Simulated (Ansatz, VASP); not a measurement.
Two plane-wave programs on CdS

POSCAR

```
CdS
1.0
    0.0000000000      2.9392138883      2.9392138883
    2.9392138883      0.0000000000      2.9392138883
    2.9392138883      2.9392138883      0.0000000000
Cd S
1 1
Direct
    0.0000000000      0.0000000000      0.0000000000
    0.2500000000      0.2500000000      0.2500000000
```

INCAR.step1

```
PREC = Accurate ; ENCUT = 550
ISMEAR = 0 ; SIGMA = 0.01
LREAL = False ; LASPH = True
NELM = 120 ; NBANDS = 16
GGA = PE ; ALGO = Normal
EDIFF = 1E-5 ; LWAVE = True
LCHARG = False ; GGA_COMPAT = False
```

INCAR.step2

```
PREC = Accurate ; ENCUT = 550
EDIFF = 1E-6 ; ISMEAR = 0
SIGMA = 0.01 ; LREAL = False
LASPH = True ; NELM = 120
ALGO = Normal ; ISIF = 2
LWAVE = False ; LCHARG = False
METAGGA = R2SCAN ; LMIXTAU = True
IVDW = 12 ; VDW_S6 = 1.0
VDW_S8 = 0.78981345 ; VDW_A1 = 0.49484001
VDW_A2 = 5.73083694 ; NBANDS = 16
ISTART = 1 ; GGA_COMPAT = False
```

File KPOINTS:

```
Automatic mesh
0
Gamma
  6 6 6
```

Input for Ansatz:

```yaml
crystal:
  lattice:
    - [0.0, 2.9392138883, 2.9392138883]
    - [2.9392138883, 0.0, 2.9392138883]
    - [2.9392138883, 2.9392138883, 0.0]
  atoms:
    - { symbol: Cd, position: [0.0, 0.0, 0.0] }
    - { symbol: S, position: [0.25, 0.25, 0.25] }
kpoints:
  mp_grid: { grid: [6, 6, 6] }
hamiltonian:
  xc: r2scan
  dispersion: d3bj
scf:
  occupations: { method: fixed }
  n_extra_bands: 4
output:
  forces: true
  stress: true
  eigenvalues: true
```

Alike in both runs: task single point; functional r2SCAN; dispersion D3(BJ); k mesh 6 × 6 × 6; no spin polarisation.

```csv
,VASP,Ansatz
version,VASP 6.6.1,Ansatz 0.2.0
potentials or method,"VASP PAW PBE potentials, release 64 (Cd, S)",plane waves
plane-wave cutoff (eV),550,500
occupations,"gaussian, width 0.01 eV",fixed
valence electrons in the cell,18,26
```

Ansatz gave:

- gap on the k mesh at the Fermi level (eV): 1.54
- pressure (GPa): -0.9

Problem. What did VASP give for the same quantities?

Solution. gap on the k mesh at the Fermi level (eV): 1.54; pressure (GPa): -0.6.

VASP's potentials were made for PBE, not for r2SCAN. VASP's potentials hold 18 valence electrons a cell and Ansatz's 26, so a difference there can come from the potentials and not from the codes. Ansatz's warnings: dispersion damping borrowed.
